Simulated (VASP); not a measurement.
Set up this calculation in VASP 6.6.1, as the native input.

```
Task                   : relaxation of cell and atoms
Functional             : PBE
Potentials or basis    : VASP PAW PBE potentials, release 64 (Tb_3, Mo_sv), 4f in core
Cutoff                 : 500 eV
k mesh                 : 6 × 6 × 6
Occupations            : gaussian, width 0.1 eV
Spin                   : no spin polarisation
Dipole correction      : no
Further INCAR settings : ALGO = Normal; EDIFF = 1e-07; IBRION = 2; EDIFFG = -0.04; NSW = 90; ISIF = 3
```

The structure of TbMo lies in POSCAR:

```
TbMo
1.0
    3.6157797000      0.0000000000      0.0000000000
    0.0000000000      3.6157797000      0.0000000000
    0.0000000000      0.0000000000      3.6157797000
Tb Mo
1 1
Direct
    0.5000000000      0.5000000000      0.5000000000
    0.0000000000      0.0000000000      0.0000000000
```

The cell was generated, and may not be a known phase.

The input as run:

INCAR

```
ALGO = Normal
EDIFF = 1E-7
EDIFFG = -0.04
ENCUT = 500
GGA = PE
GGA_COMPAT = False
IBRION = 2
ISIF = 3
ISMEAR = 0
LASPH = True
LCHARG = False
LMAXMIX = 6
LREAL = False
LWAVE = False
NELM = 200
NELMIN = 4
NSW = 90
PREC = Accurate
SIGMA = 0.1
```

KPOINTS

```
k-points
0
Gamma
  6 6 6
```

Potentials or basis: VASP PAW PBE potentials, release 64 (Tb_3, Mo_sv), 4f in core.

Run with:

```sh
$ cat potpaw_PBE.64/Tb_3/POTCAR potpaw_PBE.64/Mo_sv/POTCAR > POTCAR
$ mpirun -np 1 vasp_std > vasp.out
```

It gave:

```yaml
Relaxed_volume: 21.51 Å³/atom
Relaxed_cell: a = 3.504 Å, b = 3.504 Å, c = 3.504 Å, α = 90.00°, β = 90.00°, γ = 90.00°
Space_group_after_relaxing_to_0.1_Å: Pm-3m (No. 221)
Energy_gained_by_relaxing: 52.0 meV/atom
Ionic_steps: 3
Pressure_after_relaxing: 0.0 GPa
Band_gap_on_the_k_mesh: zero (an odd number of electrons rules out a gap without spin polarisation)
```

Caveat: spin-orbit coupling is left out, which moves the levels of the heavy elements; the 4f electrons are frozen in the core, so they carry no moment and show no levels.

Run time: 28 s on 1 thread of AMD EPYC 9R45 96-Core Processor (Zen 5), with other jobs on the host, peak memory 0.15 GiB.
